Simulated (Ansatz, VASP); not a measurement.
**GaP: VASP beside Ansatz**

```xyz
2
Lattice="0.0000 2.7252 2.6162 2.7252 0.0000 2.6162 2.7252 2.7252 0.0000" Properties=species:S:1:pos:R:3 pbc="T T T"
Ga    0.0000    0.0000    0.0000
P     4.0879    4.0879    3.9244
```

Change from the starting cell: strain +0.000 along x and y, -0.040 along z, atoms carried along.

Alike in both runs: task single point; functional PBE; k mesh 8 × 8 × 8; occupations gaussian, width 0.05 eV; no spin polarisation.

```csv
,VASP,Ansatz
version,VASP 6.6.1,Ansatz 0.2.0
potentials or method,"VASP PAW PBE potentials, release 64 (Ga_d, P), cutoff 520 eV","scalar-relativistic, plane waves, PAW"
valence electrons in the cell,18,18
```

```csv
,VASP,Ansatz,Ansatz less VASP
gap on the k mesh at the Fermi level (eV),1.18,1.18,0.000
least direct gap on the mesh (eV),2.01,2.01,0.000
pressure (GPa),6.3,6.4,+0.11
"traceless stress, the component that is largest in VASP (GPa)",1.84,1.84,-0.007
```
